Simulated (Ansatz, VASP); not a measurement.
# TaC: VASP beside Ansatz

```
CELL_PARAMETERS angstrom
3.16449 0.00000 0.00000
0.00000 3.16449 0.00000
0.00000 0.00000 23.95052
ATOMIC_POSITIONS crystal
Ta 0.50000 0.50000 0.31841
Ta 0.00000 0.00000 0.40672
Ta 0.50000 0.50000 0.50000
Ta 0.00000 0.00000 0.59328
Ta 0.50000 0.50000 0.68159
C 0.00000 0.00000 0.30991
C 0.50000 0.50000 0.40650
C 0.00000 0.00000 0.50000
C 0.50000 0.50000 0.59350
C 0.00000 0.00000 0.69009
```

Alike in both runs: functional PBE; k mesh 11 × 11 × 1; occupations gaussian, width 0.1 eV; no spin polarisation.

Ansatz relaxed the structure, and its values are those at the end. VASP's run is a single point on that final structure, the one shown.

```csv
,VASP,Ansatz
version,VASP 6.6.1,Ansatz 0.2.0
potentials or method,"VASP PAW PBE potentials, release 64 (Ta_pv, C), cutoff 520 eV","scalar-relativistic, plane waves, PAW"
valence electrons in the cell,75,85
```

|  | VASP | Ansatz | Ansatz less VASP |
| --- | --- | --- | --- |
| gap on the k mesh at the Fermi level (eV) | none | none | - |
| rms of the force components (eV/Å) | 0.007 | 0.004 | -0.0036 |
| work function, face that differs most (eV) | 3.63 | 3.63 | -0.005 |

A gap of «none» marks a metal or a gap that the smearing closes. With one functional, cell and mesh, what is left measures potentials, basis and numerics. VASP's potentials hold 75 valence electrons a cell and Ansatz's 85, so a difference there can come from the potentials and not from the codes. Ansatz's warnings: xc potential rough in thin density.

Spin-orbit coupling is off throughout.
